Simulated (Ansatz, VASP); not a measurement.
Two plane-wave programs on Ag

Contents of INCAR:

```
SYSTEM = Ag
PREC = Accurate
ENCUT = 520
EDIFF = 1E-7
ISMEAR = 0
SIGMA = 0.15
LREAL = .FALSE.
LASPH = .TRUE.
NELM = 100
ALGO = Fast
ISIF = 2
LWAVE = .FALSE.
LCHARG = .FALSE.
GGA = PS
NBANDS = 12
```

File KPOINTS:

```
Automatic mesh
0
G
  20 20 20
  0 0 0
```

POSCAR

```
Ag
1.0
   -1.6970453500      1.6970453500      1.6556540000
    1.6970453500     -1.6970453500      1.6556540000
    1.6970453500      1.6970453500     -1.6556540000
Ag
1
Direct
    0.0000000000      0.0000000000      0.0000000000
```

Input for Ansatz:

```yaml
crystal:
  lattice:
    - [-1.69704535, 1.69704535, 1.655654]
    - [1.69704535, -1.69704535, 1.655654]
    - [1.69704535, 1.69704535, -1.655654]
  atoms:
    - { symbol: Ag, position: [0.0, 0.0, 0.0] }
basis:
  ecutwfc: 420
kpoints:
  mp_grid: { grid: [20, 20, 20] }
hamiltonian:
  xc: pbesol
scf:
  occupations: { method: gaussian, width: 0.15 }
output:
  forces: true
  stress: true
  eigenvalues: true
```

Change from the starting cell: strain +0.025 along x and y, +0.000 along z, atoms carried along.

Alike in both runs: task single point; functional PBEsol; k mesh 20 × 20 × 20; occupations gaussian, width 0.15 eV; no spin polarisation.

|  | VASP | Ansatz |
| --- | --- | --- |
| version | VASP 6.6.1 | Ansatz 0.2.0 |
| potentials or method | VASP PAW PBE potentials, release 64 (Ag), cutoff 520 eV | scalar-relativistic, plane waves, PAW |
| valence electrons in the cell | 11 | 19 |

```tsv
	VASP	Ansatz	Ansatz less VASP
gap on the k mesh at the Fermi level (eV)	none	none	-
pressure (GPa)	-10.3	-10.2	+0.05
traceless stress, the component that is largest in VASP (GPa)	-0.32	-0.33	-0.005
```

VASP's potentials were made for PBE, not for PBEsol. A gap of «none» marks a metal or a gap that the smearing closes. With one functional, cell and mesh, what is left measures potentials, basis and numerics. VASP's potentials hold 11 valence electrons a cell and Ansatz's 19, so a difference there can come from the potentials and not from the codes.
